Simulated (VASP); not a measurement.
# Ru (P6_3/mmc) in VASP: notebook

Ru is run at these levels: PBEsol; tasks: single point, relaxation of cell and atoms.

Everything below comes from runs of VASP 6.6.1. Logs are shortened: lines on timing, memory, paths and dates and some standing lists are left out, and cuts for length are marked.

### Step 1. The cell of the first run

Symmetry: P6_3/mmc, No. 194, hexagonal system. Conventional cell: a = 2.689 Å, b = 2.689 Å, c = 4.252 Å, α = 90.00°, β = 90.00°, γ = 120.00°. Within 3.5 Å of Ru (site symmetry -6m2) lie 12 Ru at 2.63 to 2.69 Å.

### Step 2. Single point, PBEsol

Input file INCAR:

```
SYSTEM = Ru
  PREC = Accurate
  ENCUT = 520
  EDIFF = 1E-6
  ISMEAR = 0
  SIGMA = 0.1
  LREAL = .False.
  LASPH = .True.
  NELM = 60
  ALGO = Fast
  ISIF = 2
  LWAVE = .False.
  LCHARG = .False.
  GGA = PS
  NBANDS = 21
```

Input file KPOINTS:

```
Automatic mesh
0
Gamma
  18 18 10
  0 0 0
```

Input file POSCAR:

```
Ru
1.0
    2.6894802656      0.0000000000      0.0000000000
   -1.3447401328      2.3291582330      0.0000000000
    0.0000000000      0.0000000000      4.2519618198
Ru
2
Direct
    0.3333333333      0.6666666667      0.2500000000
    0.6666666667      0.3333333333      0.7500000000
```

Potentials or basis: VASP PAW PBE potentials, release 64 (Ru_pv).

On the command line:

```console
$ cat potpaw_PBE.64/Ru_pv/POTCAR > POTCAR
$ mpirun -np 1 vasp_std > vasp.out
```

OUTCAR:

```text
SYSTEM = Ru
   PREC = Accurate
   ENCUT = 520
   EDIFF = 1E-6
   ISMEAR = 0
   LREAL = .False.
   LASPH = .True.
   NELM = 60
   ISIF = 2
   GGA = PS

 ion  position               nearest neighbor table
   1  0.333  0.667  0.250-   2 2.63   2 2.63   2 2.63   2 2.63   2 2.63   2 2.63
   2  0.667  0.333  0.750-   1 2.63   1 2.63   1 2.63   1 2.63   1 2.63   1 2.63

  LATTYP: Found a hexagonal cell.
 ALAT       =     2.6894802656
 C/A-ratio  =     1.5809604087

  Lattice vectors:

 A1 = (   2.6894802656,   0.0000000000,   0.0000000000)
 A2 = (  -1.3447401328,   2.3291582330,   0.0000000000)
 A3 = (   0.0000000000,   0.0000000000,   4.2519618198)

Analysis of symmetry for initial positions (statically):
=====================================================================
 Subroutine PRICEL returns:
 Original cell was already a primitive cell.

 Routine SETGRP: Setting up the symmetry group for a
 hexagonal supercell.

 Subroutine GETGRP returns: Found 24 space group operations
 (whereof 12 operations were pure point group operations)
 out of a pool of 24 trial point group operations.

The static configuration has the point symmetry D_3d.
 The point group associated with its full space group is D_6h.

Analysis of symmetry for dynamics (positions and initial velocities):
=====================================================================
 Subroutine PRICEL returns:
 Original cell was already a primitive cell.

 Routine SETGRP: Setting up the symmetry group for a
 hexagonal supercell.

 Subroutine GETGRP returns: Found 24 space group operations
 (whereof 12 operations were pure point group operations)
 out of a pool of 24 trial point group operations.

The dynamic configuration has the point symmetry D_3d.
 The point group associated with its full space group is D_6h.

 Subroutine INISYM returns: Found 24 space group operations
 (whereof 12 operations are pure point group operations),
 and found     1 'primitive' translations

----------------------------------------------------------------------------------------

                                     Primitive cell

  volume of cell :      26.6352

  direct lattice vectors                    reciprocal lattice vectors
     2.689480266  0.000000000  0.000000000     0.371819051  0.214669829  0.000000000
    -1.344740133  2.329158233  0.000000000     0.000000000  0.429339658  0.000000000
     0.000000000  0.000000000  4.251961820     0.000000000  0.000000000  0.235185555

  length of vectors
     2.689480266  2.689480266  4.251961820     0.429339658  0.429339658  0.235185555

  position of ions in fractional coordinates (direct lattice)
     0.333333333  0.666666667  0.250000000
     0.666666667  0.333333333  0.750000000

  ion indices of the primitive-cell ions
   primitive index   ion index
                 1           1
                 2           2

----------------------------------------------------------------------------------------

 KPOINTS: Automatic mesh

Automatic generation of k-mesh.
 Grid dimensions read from file:
 generate k-points for:   18   18   10

 Generating k-lattice:

  Cartesian coordinates                     Fractional coordinates (reciprocal lattice)
     0.020656614  0.011926102  0.000000000     0.055555556  0.000000000  0.000000000
     0.000000000  0.023852203  0.000000000     0.000000000  0.055555556  0.000000000
     0.000000000  0.000000000  0.023518555     0.000000000  0.000000000  0.100000000

  Length of vectors
     0.023852203  0.023852203  0.023518555

  Shift w.r.t. Gamma in fractional coordinates (k-lattice)
     0.000000000  0.000000000  0.000000000

 Subroutine IBZKPT returns following result:
 ===========================================

 Found    222 irreducible k-points:

 Following reciprocal coordinates:
            Coordinates               Weight
  0.000000  0.000000  0.000000      1.000000
  0.055556 -0.000000  0.000000      6.000000
  0.111111 -0.000000  0.000000      6.000000
  0.166667  0.000000  0.000000      6.000000
  0.222222  0.000000  0.000000      6.000000
  0.277778  0.000000  0.000000      6.000000
[... 16 lines left out ...]
  0.333333  0.111111  0.000000     12.000000
  0.388889  0.111111  0.000000     12.000000
 [... further k-points ...]
   k-points           NKPTS =    222   k-points in BZ     NKDIM =    222   number of bands    NBANDS=     21
   number of dos      NEDOS =    301   number of ions     NIONS =      2
   total plane-waves  NPLWV =  12800
   dimension x,y,z NGX =    20 NGY =   20 NGZ =   32
   dimension x,y,z NGXF=    40 NGYF=   40 NGZF=   64
   ions per type =               2
   NGX,Y,Z   is equivalent  to a cutoff of  12.36, 12.36, 12.51 a.u.
   NGXF,Y,Z  is equivalent  to a cutoff of  24.73, 24.73, 25.02 a.u.
 SYSTEM =  Ru
   PREC   = accura    normal or accurate (medium, high low for compatibility)
   ISTART =      0    job   : 0-new  1-cont  2-samecut
   ICHARG =      2    charge: 1-file 2-atom 10-const
   ISPIN  =      1    spin polarized calculation?
   LNONCOLLINEAR =      F non collinear calculations
   LSORBIT =      F    spin-orbit coupling
   LASPH  =      T    aspherical Exc in radial PAW
   ENCUT  =  520.0 eV  38.22 Ry    6.18 a.u.   5.00  5.00  7.91*2*pi/ulx,y,z
   NELM   =     60;   NELMIN=  2; NELMDL= -5     # of ELM steps
   EDIFF  = 0.1E-05   stopping-criterion for ELM
   LREAL  =      F    real-space projection
   EDIFFG = 0.1E-04   stopping-criterion for IOM
   NSW    =      0    number of steps for IOM
   IBRION =     -1    ionic relax: 0-MD 1-quasi-New 2-CG
   NFREE  =      0    steps in history (QN), initial steepest desc. (CG)
   ISIF   =      2    stress and relaxation
   ISYM   =      2    0-nonsym 1-usesym 2-fastsym
   POTIM  = 0.5000    time-step for ionic-motion
   TEBEG  =    0.0;   TEEND  =   0.0 temperature during run
   PSTRESS=    0.0 pullay stress
   NELECT =      28.0000    total number of electrons
   NUPDOWN=      -1.0000    fix difference up-down
   EMIN   =  10.00;   EMAX   =-10.00  energy-range for DOS
   EFERMI =   0.00;   METHOD = LEGACY
   ISMEAR =     0;   SIGMA  =   0.10  broadening in eV -4-tet -1-fermi 0-gaus
   EFERMI_NEDOS =   21; number of points for ismear=-14 and -15
   IALGO  =     68    algorithm
   IMIX   =      4    mixing-type and parameters
     AMIX     =   0.40;   BMIX     =  1.00
     AMIX_MAG =   1.60;   BMIX_MAG =  1.00
  volume/ion in A,a.u.               =      13.32        89.87
  Fermi-wavevector in a.u.,A,eV,Ry     =   1.664595  3.145629 37.700067  2.770877
  Thomas-Fermi vector in A             =   2.751112
   LORBIT       =      0    0 simple, 1 ext, 2 COOP (PROOUT), +10 PAW based schemes
   GGA     = PS    functional components
   LHFCALC =     F    Hartree Fock is set to
   AEXX    =    0.0000 exact exchange contribution
   IVDW    =     0    specifies the selected vdW correction
   LEPSILON=     F    determine dielectric tensor
   LRPA    =     F    only Hartree local field effects (RPA)
 non-spin polarized calculation
 RMM-DIIS sequential band-by-band and
 Gauss-broadening in eV      SIGMA  =   0.10
  energy-cutoff  :      520.00
  volume of cell :       26.64
 maximum number of plane-waves:       738
 NGX is ok and might be reduce to    20
   NGX =  9   NGY =  9   NGZ = 15

 number of electron      27.9999997 magnetization

 Free energy of the ion-electron system (eV)
  ---------------------------------------------------
  ext. energy  EPLUGINS =         0.00000000
  ---------------------------------------------------
  free energy    TOTEN  =       -20.34508781 eV

  energy without entropy =      -20.33623546  energy(sigma->0) =      -20.34066164

 E-fermi :  13.0484     XC(G=0): -14.4001

 val. band max:       13.0483933127   @ k =   0.1667   0.1111   0.3000
 cond. band min:      13.0500746545   @ k =   0.4444   0.1111   0.5000
 fundamental gap:      0.0016813417
 Fermi energy:        13.0484262638

 k-point     1 :       0.0000    0.0000    0.0000
  band No.  band energies     occupation
      1     -30.6225      2.00000
      2     -29.6208      2.00000
      3     -29.6208      2.00000
      4     -29.4383      2.00000
      5     -29.4383      2.00000
      6     -29.3944      2.00000
[... 13 lines left out ...]
     20      23.3165      0.00000
     21      23.6244      0.00000

 k-point     2 :       0.0556   -0.0000    0.0000
  band No.  band energies     occupation
      1     -30.6112      2.00000
      2     -29.6449      2.00000
      3     -29.6290      2.00000
      4     -29.4636      2.00000
      5     -29.4415      2.00000
      6     -29.3996      2.00000
[... 13 lines left out ...]
     20      23.3164      0.00000
     21      23.6089      0.00000

 k-point     3 :       0.1111   -0.0000    0.0000
  band No.  band energies     occupation
      1     -30.5779      2.00000
      2     -29.7146      2.00000
      3     -29.6522      2.00000
      4     -29.5357      2.00000
      5     -29.4512      2.00000
      6     -29.4154      2.00000
[... 13 lines left out ...]
     20      23.3164      0.00000
     21      23.5595      0.00000

 k-point     4 :       0.1667    0.0000    0.0000
  band No.  band energies     occupation
      1     -30.5247      2.00000
      2     -29.8213      2.00000
      3     -29.6868      2.00000
      4     -29.6442      2.00000
      5     -29.4668      2.00000
      6     -29.4417      2.00000
[... 13 lines left out ...]
     20      23.3163      0.00000
     21      23.4803      0.00000

 k-point     5 :       0.2222    0.0000    0.0000
  band No.  band energies     occupation
      1     -30.4548      2.00000
      2     -29.9523      2.00000
      3     -29.7740      2.00000
      4     -29.7280      2.00000
      5     -29.4869      2.00000
      6     -29.4785      2.00000
[... 13 lines left out ...]
     20      23.3162      0.00000
     21      23.4034      0.00000
[... 382 lines left out ...]
     20      23.3266      0.00000
     21      23.7072      0.00000

 k-point    22 :       0.2778    0.1111    0.0000
  band No.  band energies     occupation
      1     -30.2598      2.00000
      2     -30.2075      2.00000
      3     -30.0634      2.00000
      4     -29.8251      2.00000
      5     -29.5960      2.00000
      6     -29.5855      2.00000
[... 13 lines left out ...]
     20      23.3395      0.00000
     21      24.6748      0.00000

 k-point    23 :       0.3333    0.1111    0.0000
  band No.  band energies     occupation
      1     -30.3069      2.00000
      2     -30.1757      2.00000
      3     -30.1304      2.00000
      4     -29.8754      2.00000
      5     -29.6545      2.00000
      6     -29.6081      2.00000
[... 13 lines left out ...]
     20      24.4007      0.00000
     21      25.9164      0.00000

 k-point    24 :       0.3889    0.1111    0.0000
  band No.  band energies     occupation
      1     -30.3714      2.00000
      2     -30.1740      2.00000
      3     -30.1074      2.00000
      4     -29.9078      2.00000
      5     -29.7059      2.00000
      6     -29.6228      2.00000
[... 13 lines left out ...]
     20      25.1676      0.00000
     21      25.3546      0.00000

 [... further k-points ...]
[... 5 lines left out ...]
  --------------------------------------------------------------------------------------
  -------------------------------------------------------------------------------------
  Total       -0.0078757     -0.0078757     -0.0031871      0.0000000     -0.0000000      0.0000000
  in kB       -0.4737450     -0.4737450     -0.1917107      0.0000000     -0.0000000      0.0000000
  external PRESSURE =      -0.3797336 kB  Pullay stress =       0.0000000 kB

 VOLUME and BASIS-vectors are now :
 -----------------------------------------------------------------------------
  energy-cutoff  :      520.00
  volume of cell :       26.64
      direct lattice vectors                 reciprocal lattice vectors
     2.689480266  0.000000000  0.000000000     0.371819051  0.214669829  0.000000000
    -1.344740133  2.329158233  0.000000000     0.000000000  0.429339658  0.000000000
     0.000000000  0.000000000  4.251961820     0.000000000  0.000000000  0.235185555

 POSITION                                       TOTAL-FORCE (eV/Angst)
 -----------------------------------------------------------------------------------
     -0.00000      1.55277      1.06299        -0.000000      0.000000      0.000000
      1.34474      0.77639      3.18897         0.000000     -0.000000      0.000000
 -----------------------------------------------------------------------------------
    total drift:                               -0.000000      0.000000     -0.000000

  FREE ENERGIE OF THE ION-ELECTRON SYSTEM (eV)
  ---------------------------------------------------
  free  energy   TOTEN  =       -20.3450878129 eV

  energy  without entropy=      -20.3362354622  energy(sigma->0) =      -20.34066164
```

It took 43 s on 1 thread of Intel Xeon 6975P-C (Granite Rapids), shared host; peak memory 0.21 GiB.

Results:

* Free energy: -20.3451 eV
* Pressure: 0.0 GPa
* Band gap on the k mesh: zero (band 14 reaches 14.58 eV, above the bottom of band 15 at 11.36 eV)

Levels at points of the mesh, in eV from the Fermi level:
| k point | band 12 | band 13 | band 14 | band 15 | band 16 | band 17 |
| --- | --- | --- | --- | --- | --- | --- |
| (0.00, 0.00, 0.00) | -1.97 | -1.97 | -1.43 | -1.43 | 1.24 | 1.24 |
| (0.50, 0.00, 0.00) | -1.86 | -1.56 | 1.49 | 1.93 | 2.01 | 4.17 |
| (0.00, 0.00, 0.50) | -2.85 | -2.79 | -2.79 | 0.58 | 0.58 | 0.58 |
| (0.50, 0.00, 0.50) | -1.09 | 0.45 | 0.45 | 1.76 | 1.76 | 3.45 |

Caveat: the PAW data sets were made with another functional, which shifts forces and pressure a little.

### Step 3. Relaxation of cell and atoms, PBEsol

This run uses another cell than the first one, of 13.77 Å³/atom, 1.034 times its volume.

Input file INCAR:

```
PREC     = Accurate       # precision mode
ENCUT    = 600            # plane-wave cutoff, eV
EDIFF    = 1E-7           # SCF threshold, eV
ISMEAR   = 0              # smearing method
SIGMA    = 0.1            # smearing width, eV
LREAL    = F              # projectors in reciprocal space
LASPH    = T              # aspherical terms in the spheres
NELM     = 60             # most SCF steps
ALGO     = Fast           # electronic algorithm
ISIF     = 3              # what is computed and relaxed
LWAVE    = F              # write WAVECAR
LCHARG   = F              # write CHGCAR
GGA      = PS             # functional
IBRION   = 2              # ionic algorithm
NSW      = 70             # ionic steps
EDIFFG   = -0.005         # ionic threshold
```

Input file KPOINTS:

```
regular mesh
0
Gamma
  18 18 10
```

Input file POSCAR:

```
Ru
1.0
    2.7200250913      0.0000000000      0.0000000000
   -1.3600125457      2.3556108280      0.0000000000
    0.0000000000      0.0000000000      4.2967694969
Ru
2
Direct
    0.3333333333      0.6666666667      0.2500000000
    0.6666666667      0.3333333333      0.7500000000
```

Potentials or basis: VASP PAW PBE potentials, release 64 (Ru_pv).

On the command line:

```console
$ cat potpaw_PBE.64/Ru_pv/POTCAR > POTCAR
$ mpirun -np 1 vasp_std > vasp.out
```

It took 4.8 min on 1 thread of Intel Xeon 6975P-C (Granite Rapids), shared host; peak memory 0.26 GiB.

The run converged. Its results:

```yaml
Free_energy: -20.3466 eV
Relaxed_volume: 13.32 Å³/atom
Relaxed_cell: a = 2.689 Å, b = 2.689 Å, c = 4.252 Å, α = 90.00°, β = 90.00°, γ = 120.00°
Space_group_after_relaxing_to_0.05_Å: P6_3/mmc (No. 194)
Energy_gained_by_relaxing: 15.5 meV/atom
Ionic_steps: 9
Pressure_after_relaxing: 0.0 GPa
Band_gap_on_the_k_mesh: zero (band 14 reaches 14.58 eV, above the bottom of band 15 at 11.36 eV)
```

The path:
```csv
step,energy change (eV),largest force (eV/Å),pressure (GPa),volume (Å³)
1,0.0000,0.0000,-10.71,27.53
2,0.3095,0.0000,46.15,24.03
3,-0.0309,0.0000,-0.48,26.67
4,-0.0310,0.0000,-0.09,26.64
5,-0.0310,0.0000,0.12,26.62
6,-0.0310,0.0000,0.20,26.62
7,-0.0310,0.0000,0.15,26.62
8,-0.0310,0.0000,-0.36,26.66
9,-0.0310,0.0000,-0.02,26.63
```

Final structure:
```cif
data_structure
_symmetry_space_group_name_H-M 'P 1'
_symmetry_Int_Tables_number 1
_cell_length_a 2.6893
_cell_length_b 2.6893
_cell_length_c 4.2521
_cell_angle_alpha 90.000
_cell_angle_beta 90.000
_cell_angle_gamma 120.000
_cell_volume 26.63
loop_
_atom_site_label
_atom_site_type_symbol
_atom_site_fract_x
_atom_site_fract_y
_atom_site_fract_z
_atom_site_occupancy
Ru1 Ru 0.33333 0.66667 0.25000 1
Ru2 Ru 0.66667 0.33333 0.75000 1
```

Levels at points of the mesh, in eV from the Fermi level:
```tsv
k point	band 12	band 13	band 14	band 15	band 16	band 17
(0.00, 0.00, 0.00)	-1.97	-1.97	-1.43	-1.43	1.24	1.24
(0.50, 0.00, 0.00)	-1.86	-1.56	1.49	1.93	2.01	4.17
(0.00, 0.00, 0.50)	-2.85	-2.79	-2.79	0.58	0.58	0.58
(0.50, 0.00, 0.50)	-1.09	0.45	0.45	1.76	1.76	3.45
```

Caveat: the PAW data sets were made with another functional, which shifts forces and pressure a little.
